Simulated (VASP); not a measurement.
# Sb (Pm-3m) in VASP: notebook

Runs on Sb. Level: PBEsol. Tasks: relaxation of cell and atoms.

Everything below comes from runs of VASP 6.6.1. Logs are shortened: lines on timing, memory, paths and dates and some standing lists are left out, and cuts for length are marked.

### Step 1. The cell of the first run

The structure is cubic, space group Pm-3m (No. 221). Conventional cell: a = 3.160 Å, b = 3.160 Å, c = 3.160 Å, α = 90.00°, β = 90.00°, γ = 90.00°. Within 4.2 Å of Sb (site symmetry m-3m) lie 6 Sb at 3.16 Å.

### Step 2. Relaxation of cell and atoms, PBEsol

The input, INCAR:

```
SYSTEM = Sb
PREC = Accurate ; ENCUT = 600
EDIFF = 1E-7 ; ISMEAR = -1
SIGMA = 0.05 ; LREAL = .FALSE.
LASPH = .TRUE. ; NELM = 100
ALGO = Normal ; ISIF = 3
LWAVE = .FALSE. ; LCHARG = .FALSE.
GGA = PS ; IBRION = 2
NSW = 80 ; EDIFFG = -0.02
```

The input, KPOINTS:

```
Automatic mesh
0
G
  8 8 8
  0 0 0
```

The input, POSCAR:

```
Sb
1.0
    3.1600000000      0.0000000000      0.0000000000
    0.0000000000      3.1600000000      0.0000000000
    0.0000000000      0.0000000000      3.1600000000
Sb
1
Direct
    0.0000000000      0.0000000000      0.0000000000
```

Potentials or basis: VASP PAW PBE potentials, release 64 (Sb).

Started as:

```
cat potpaw_PBE.64/Sb/POTCAR > POTCAR
mpirun -np 1 vasp_std > vasp.out
```

OUTCAR:

```text
SYSTEM = Sb
   PREC = Accurate
   ENCUT = 600
   EDIFF = 1E-7
   ISMEAR = -1
   LREAL = .FALSE.
   LASPH = .TRUE.
   NELM = 100
   ISIF = 3
   GGA = PS
   IBRION = 2
   NSW = 80
   EDIFFG = -0.02

 ion  position               nearest neighbor table
   1  0.000  0.000  0.000-

  LATTYP: Found a simple cubic cell.
 ALAT       =     3.1600000000

  Lattice vectors:

 A1 = (   3.1600000000,   0.0000000000,   0.0000000000)
 A2 = (   0.0000000000,   3.1600000000,   0.0000000000)
 A3 = (   0.0000000000,   0.0000000000,   3.1600000000)

Analysis of symmetry for initial positions (statically):
=====================================================================
 Subroutine PRICEL returns:
 Original cell was already a primitive cell.

 Routine SETGRP: Setting up the symmetry group for a
 simple cubic supercell.

 Subroutine GETGRP returns: Found 48 space group operations
 (whereof 48 operations were pure point group operations)
 out of a pool of 48 trial point group operations.

The static configuration has the point symmetry O_h .

Analysis of symmetry for dynamics (positions and initial velocities):
=====================================================================
 Subroutine PRICEL returns:
 Original cell was already a primitive cell.

 Routine SETGRP: Setting up the symmetry group for a
 simple cubic supercell.

 Subroutine GETGRP returns: Found 48 space group operations
 (whereof 48 operations were pure point group operations)
 out of a pool of 48 trial point group operations.

The dynamic configuration has the point symmetry O_h .

 Subroutine INISYM returns: Found 48 space group operations
 (whereof 48 operations are pure point group operations),
 and found     1 'primitive' translations

----------------------------------------------------------------------------------------

                                     Primitive cell

  volume of cell :      31.5545

  direct lattice vectors                    reciprocal lattice vectors
     3.160000000  0.000000000  0.000000000     0.316455696  0.000000000  0.000000000
     0.000000000  3.160000000  0.000000000     0.000000000  0.316455696  0.000000000
     0.000000000  0.000000000  3.160000000     0.000000000  0.000000000  0.316455696

  length of vectors
     3.160000000  3.160000000  3.160000000     0.316455696  0.316455696  0.316455696

  position of ions in fractional coordinates (direct lattice)
     0.000000000  0.000000000  0.000000000

  ion indices of the primitive-cell ions
   primitive index   ion index
                 1           1

----------------------------------------------------------------------------------------

 KPOINTS: Automatic mesh

Automatic generation of k-mesh.
 Grid dimensions read from file:
 generate k-points for:    8    8    8

 Generating k-lattice:

  Cartesian coordinates                     Fractional coordinates (reciprocal lattice)
     0.039556962  0.000000000  0.000000000     0.125000000  0.000000000  0.000000000
     0.000000000  0.039556962  0.000000000     0.000000000  0.125000000  0.000000000
     0.000000000  0.000000000  0.039556962     0.000000000  0.000000000  0.125000000

  Length of vectors
     0.039556962  0.039556962  0.039556962

  Shift w.r.t. Gamma in fractional coordinates (k-lattice)
     0.000000000  0.000000000  0.000000000

 Subroutine IBZKPT returns following result:
 ===========================================

 Found     35 irreducible k-points:

 Following reciprocal coordinates:
            Coordinates               Weight
  0.000000  0.000000  0.000000      1.000000
  0.125000  0.000000  0.000000      6.000000
  0.250000  0.000000  0.000000      6.000000
  0.375000  0.000000  0.000000      6.000000
  0.500000  0.000000  0.000000      3.000000
  0.125000  0.125000  0.000000     12.000000
[... 16 lines left out ...]
  0.375000  0.375000  0.125000     24.000000
  0.500000  0.375000  0.125000     24.000000
 [... further k-points ...]
   k-points           NKPTS =     35   k-points in BZ     NKDIM =     35   number of bands    NBANDS=      6
   number of dos      NEDOS =    301   number of ions     NIONS =      1
   total plane-waves  NPLWV =  21952
   dimension x,y,z NGX =    28 NGY =   28 NGZ =   28
   dimension x,y,z NGXF=    56 NGYF=   56 NGZF=   56
   ions per type =               1
   NGX,Y,Z   is equivalent  to a cutoff of  14.73, 14.73, 14.73 a.u.
   NGXF,Y,Z  is equivalent  to a cutoff of  29.46, 29.46, 29.46 a.u.
 SYSTEM =  Sb
   PREC   = accura    normal or accurate (medium, high low for compatibility)
   ISTART =      0    job   : 0-new  1-cont  2-samecut
   ICHARG =      2    charge: 1-file 2-atom 10-const
   ISPIN  =      1    spin polarized calculation?
   LNONCOLLINEAR =      F non collinear calculations
   LSORBIT =      F    spin-orbit coupling
   LASPH  =      T    aspherical Exc in radial PAW
   ENCUT  =  600.0 eV  44.10 Ry    6.64 a.u.   6.31  6.31  6.31*2*pi/ulx,y,z
   NELM   =    100;   NELMIN=  2; NELMDL= -5     # of ELM steps
   EDIFF  = 0.1E-06   stopping-criterion for ELM
   LREAL  =      F    real-space projection
   EDIFFG = -.2E-01   stopping-criterion for IOM
   NSW    =     80    number of steps for IOM
   IBRION =      2    ionic relax: 0-MD 1-quasi-New 2-CG
   NFREE  =      1    steps in history (QN), initial steepest desc. (CG)
   ISIF   =      3    stress and relaxation
   ISYM   =      2    0-nonsym 1-usesym 2-fastsym
   POTIM  = 0.5000    time-step for ionic-motion
   TEBEG  =    0.0;   TEEND  =   0.0 temperature during run
   PSTRESS=    0.0 pullay stress
   NELECT =       5.0000    total number of electrons
   NUPDOWN=      -1.0000    fix difference up-down
   EMIN   =  10.00;   EMAX   =-10.00  energy-range for DOS
   EFERMI =   0.00;   METHOD = LEGACY
   ISMEAR =    -1;   SIGMA  =   0.05  broadening in eV -4-tet -1-fermi 0-gaus
   EFERMI_NEDOS =   21; number of points for ismear=-14 and -15
   IALGO  =     38    algorithm
   IMIX   =      4    mixing-type and parameters
     AMIX     =   0.40;   BMIX     =  1.00
     AMIX_MAG =   1.60;   BMIX_MAG =  1.00
  volume/ion in A,a.u.               =      31.55       212.94
  Fermi-wavevector in a.u.,A,eV,Ry     =   0.885886  1.674081 10.677766  0.784794
  Thomas-Fermi vector in A             =   2.006979
   LORBIT       =      0    0 simple, 1 ext, 2 COOP (PROOUT), +10 PAW based schemes
   GGA     = PS    functional components
   LHFCALC =     F    Hartree Fock is set to
   AEXX    =    0.0000 exact exchange contribution
   IVDW    =     0    specifies the selected vdW correction
   LEPSILON=     F    determine dielectric tensor
   LRPA    =     F    only Hartree local field effects (RPA)
 conjugate gradient relaxation of ions
 non-spin polarized calculation
  energy-cutoff  :      600.00
  volume of cell :       31.55
 maximum number of plane-waves:      1074
 NGX is ok and might be reduce to    28
   NGX = 13   NGY = 13   NGZ = 13

--------------------------------------- Ionic step        1  -------------------------------------------

 number of electron       5.0000000 magnetization

 Free energy of the ion-electron system (eV)
  ---------------------------------------------------
  ext. energy  EPLUGINS =         0.00000000
  ---------------------------------------------------
  free energy    TOTEN  =        -4.47778379 eV

  energy without entropy =       -4.47051434  energy(sigma->0) =       -4.47414906

------------------------ aborting loop because EDIFF is reached ----------------------------------------

  FORCE on cell =-STRESS in cart. coord.  units (eV):
  Direction    XX          YY          ZZ          XY          YZ          ZX
  --------------------------------------------------------------------------------------
  -------------------------------------------------------------------------------------
  Total       -0.9115768     -0.9115768     -0.9115768     -0.0000000     -0.0000000      0.0000000
  in kB      -46.2852507    -46.2852507    -46.2852507     -0.0000000     -0.0000000      0.0000000
  external PRESSURE =     -46.2852507 kB  Pullay stress =       0.0000000 kB

 VOLUME and BASIS-vectors are now :
 -----------------------------------------------------------------------------
  energy-cutoff  :      600.00
  volume of cell :       31.55
      direct lattice vectors                 reciprocal lattice vectors
     3.160000000  0.000000000  0.000000000     0.316455696  0.000000000  0.000000000
     0.000000000  3.160000000  0.000000000     0.000000000  0.316455696  0.000000000
     0.000000000  0.000000000  3.160000000     0.000000000  0.000000000  0.316455696

 POSITION                                       TOTAL-FORCE (eV/Angst)
 -----------------------------------------------------------------------------------
      0.00000      0.00000      0.00000         0.000000      0.000000      0.000000
 -----------------------------------------------------------------------------------
    total drift:                                0.000000      0.000000      0.000000

  FREE ENERGIE OF THE ION-ELECTRON SYSTEM (eV)
  ---------------------------------------------------
  free  energy   TOTEN  =        -4.4777837872 eV

  energy  without entropy=       -4.4705143402  energy(sigma->0) =       -4.47414906

--------------------------------------- Ionic step        2  -------------------------------------------

 number of electron       5.0000000 magnetization

 E-fermi :   7.9555     XC(G=0): -10.0906

 val. band max:        7.9359613555   @ k =   0.3750   0.2500   0.1250
 cond. band min:       8.2071514262   @ k =   0.3750   0.2500   0.2500
 fundamental gap:      0.2711900707
 Fermi energy:         7.9555126940

 k-point     1 :       0.0000    0.0000    0.0000
  band No.  band energies     occupation
      1      -5.0243      2.00000
      2      11.4723      0.00000
      3      11.4723      0.00000
      4      11.4723      0.00000
      5      15.0470      0.00000
      6      15.0470      0.00000

 k-point     2 :       0.1250    0.0000    0.0000
  band No.  band energies     occupation
      1      -4.7792      2.00000
      2       9.0640      0.00000
      3      11.7183      0.00000
      4      11.7183      0.00000
      5      15.2336      0.00000
      6      16.0981      0.00000
[... 220 lines left out ...]
 POSITION                                       TOTAL-FORCE (eV/Angst)
 -----------------------------------------------------------------------------------
      0.00000      0.00000      0.00000         0.000000      0.000000      0.000000
 -----------------------------------------------------------------------------------
    total drift:                               -0.000000     -0.000000      0.000000

  FREE ENERGIE OF THE ION-ELECTRON SYSTEM (eV)
  ---------------------------------------------------
  free  energy   TOTEN  =        -4.5045870181 eV

  energy  without entropy=       -4.4964976339  energy(sigma->0) =       -4.50054233

--------------------------------------- Ionic step        3  -------------------------------------------

 number of electron       5.0000000 magnetization

 Free energy of the ion-electron system (eV)
  ---------------------------------------------------
  ext. energy  EPLUGINS =         0.00000000
  ---------------------------------------------------
  free energy    TOTEN  =        -4.51883817 eV

  energy without entropy =       -4.51147611  energy(sigma->0) =       -4.51515714

 E-fermi :   7.3093     XC(G=0):  -9.8833

 val. band max:        7.2980583974   @ k =   0.3750   0.2500   0.1250
 cond. band min:       7.5850671958   @ k =   0.3750   0.2500   0.2500
 fundamental gap:      0.2870087984
 Fermi energy:         7.3093239920

 k-point     1 :       0.0000    0.0000    0.0000
  band No.  band energies     occupation
      1      -5.2669      2.00000
      2      10.7089      0.00000
      3      10.7089      0.00000
      4      10.7089      0.00000
      5      14.3523      0.00000
      6      14.3523      0.00000

 k-point     2 :       0.1250    0.0000    0.0000
  band No.  band energies     occupation
      1      -5.0337      2.00000
      2       8.4185      0.00000
      3      10.9395      0.00000
      4      10.9395      0.00000
      5      14.5351      0.00000
      6      15.2894      0.00000
[... 220 lines left out ...]
 POSITION                                       TOTAL-FORCE (eV/Angst)
 -----------------------------------------------------------------------------------
      0.00000      0.00000      0.00000        -0.000000     -0.000000      0.000000
 -----------------------------------------------------------------------------------
    total drift:                                0.000000      0.000000      0.000000

  FREE ENERGIE OF THE ION-ELECTRON SYSTEM (eV)
  ---------------------------------------------------
  free  energy   TOTEN  =        -4.5188381659 eV

  energy  without entropy=       -4.5114761138  energy(sigma->0) =       -4.51515714

 reached required accuracy - stopping structural energy minimisation
```

It took 43 s on 1 thread of AMD EPYC 7R13, shared host; peak memory 0.14 GiB.

Results:

| Item | Value |
| --- | --- |
| Free energy | -4.5188 eV |
| Relaxed volume | 28.94 Å³/atom |
| Relaxed cell | a = 3.070 Å, b = 3.070 Å, c = 3.070 Å, α = 90.00°, β = 90.00°, γ = 90.00° |
| Space group after relaxing (to 0.05 Å) | Pm-3m (No. 221) |
| Energy gained by relaxing | 41.1 meV/atom |
| Ionic steps | 3 |
| Pressure after relaxing | 0.0 GPa |

Step by step:
```
step  energy change (eV)  largest force (eV/Å)  pressure (GPa)  volume (Å³)
   1              0.0000                0.0000           -4.63        31.55
   2             -0.0268                0.0000            3.48        27.57
   3             -0.0411                0.0000           -0.01        28.94
```

Final structure:
```
Sb
1.0
     3.07022    0.00000    0.00000
     0.00000    3.07022    0.00000
     0.00000    0.00000    3.07022
Sb
1
Direct
  0.00000 0.00000 0.00000
```

Caveat: the PAW data sets were made with another functional, which shifts forces and pressure a little; spin-orbit coupling is left out, which moves the levels of the heavy elements.

(Continued in part 2 of 2.)
